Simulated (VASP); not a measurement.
Here is a VASP 6.6.1 calculation.

The input INCAR:

```
  PREC = Accurate
  ENCUT = 520
  EDIFF = 1E-6
  ISMEAR = 0
  SIGMA = 0.05
  LREAL = Auto
  LASPH = T
  NELM = 80
  ALGO = Normal
  ISIF = 2
  LWAVE = F
  LCHARG = F
  LDIPOL = T
  IDIPOL = 3
  DIPOL = 0.5 0.5 0.332
  GGA = PE
  IVDW = 12
  NBANDS = 92
```

The input KPOINTS:

```
regular mesh
0
Gamma
  6 6 1
```

File POSCAR:

```
Si16N
1.0
    7.6310340353      0.0000000000      0.0000000000
   -3.8155170176      6.6086693317      0.0000000000
    0.0000000000      0.0000000000     28.9874814887
Si N
32 2
Direct
    0.3333333333      0.1666666667      0.1379906013
    0.3333333333      0.6666666667      0.1379906013
    0.8333333333      0.1666666667      0.1379906013
    0.8333333333      0.6666666667      0.1379906013
    0.1666666667      0.3333333333      0.1654736886
    0.1666666667      0.8333333333      0.1654736886
    0.6666666667      0.3333333333      0.1654736886
    0.6666666667      0.8333333333      0.1654736886
    0.1666666667      0.3333333333      0.2468813265
    0.1666666667      0.8333333333      0.2468813265
    0.6666666667      0.3333333333      0.2468813265
    0.6666666667      0.8333333333      0.2468813265
    0.3333333333      0.1666666667      0.2743644139
    0.3333333333      0.6666666667      0.2743644139
    0.8333333333      0.1666666667      0.2743644139
    0.8333333333      0.6666666667      0.2743644139
    0.3333333333      0.1666666667      0.3556303192
    0.3333333333      0.6666666667      0.3556303192
    0.8333333333      0.1666666667      0.3556303192
    0.8333333333      0.6666666667      0.3556303192
    0.1666666667      0.3333333333      0.3827070110
    0.1666666667      0.8333333333      0.3827070110
    0.6666666667      0.3333333333      0.3827070110
    0.6666666667      0.8333333333      0.3827070110
    0.1666666667      0.3333333333      0.4657581719
    0.1666666667      0.8333333333      0.4657581719
    0.6666666667      0.3333333333      0.4657581719
    0.6666666667      0.8333333333      0.4657581719
    0.3333333333      0.1666666667      0.4894347753
    0.3333333333      0.6666666667      0.4894347753
    0.8333333333      0.1666666667      0.4894347753
    0.8333333333      0.6666666667      0.4894347753
    0.5000000000      0.5000000000      0.5963774913
    0.5000000000      0.5000000000      0.6343249066
```

Potentials or basis: VASP PAW PBE potentials, release 64 (Si, N).

Launch:

```console
$ cat potpaw_PBE.64/Si/POTCAR potpaw_PBE.64/N/POTCAR > POTCAR
$ mpirun -np 1 vasp_std > vasp.out
```

Task: What does it give for the largest force?

Result: 2.259 eV/Å.

Task: Estimate the band gap on the k mesh.

Result: Zero (bands 69 and 70 overlap by 0.34 eV).

Task: Estimate the dispersion energy per atom.

Result: -0.271 eV.

Forces in eV/Å, atoms in the order of the input:
```
Si   0.000  0.003  0.513
Si   0.003 -0.002  0.513
Si   0.000  0.000  0.512
Si  -0.003 -0.002  0.513
Si   0.004  0.002 -0.670
Si   0.000  0.000 -0.676
Si  -0.004  0.002 -0.670
Si   0.000 -0.005 -0.670
Si   0.005  0.003  0.224
Si   0.000  0.000  0.228
Si  -0.005  0.003  0.224
Si   0.000 -0.005  0.224
Si   0.000  0.005 -0.048
Si   0.005 -0.003 -0.048
Si   0.000  0.000 -0.048
Si  -0.005 -0.003 -0.048
Si   0.000  0.000  0.009
Si   0.000  0.000  0.009
Si   0.000  0.000  0.029
Si   0.000  0.000  0.009
Si   0.020  0.012  0.038
Si   0.000  0.000  0.025
Si  -0.020  0.012  0.038
Si   0.000 -0.023  0.038
Si   0.000  0.000 -0.004
Si   0.000  0.000 -0.022
Si   0.000  0.000 -0.004
Si   0.000  0.000 -0.004
Si   0.000 -0.012 -0.047
Si  -0.010  0.006 -0.047
Si   0.000  0.000 -0.017
Si   0.010  0.006 -0.047
N    0.000  0.000 -2.259
N    0.000  0.000  2.185
```

Caveat: the standard files for N, O and F lose accuracy on very short bonds.
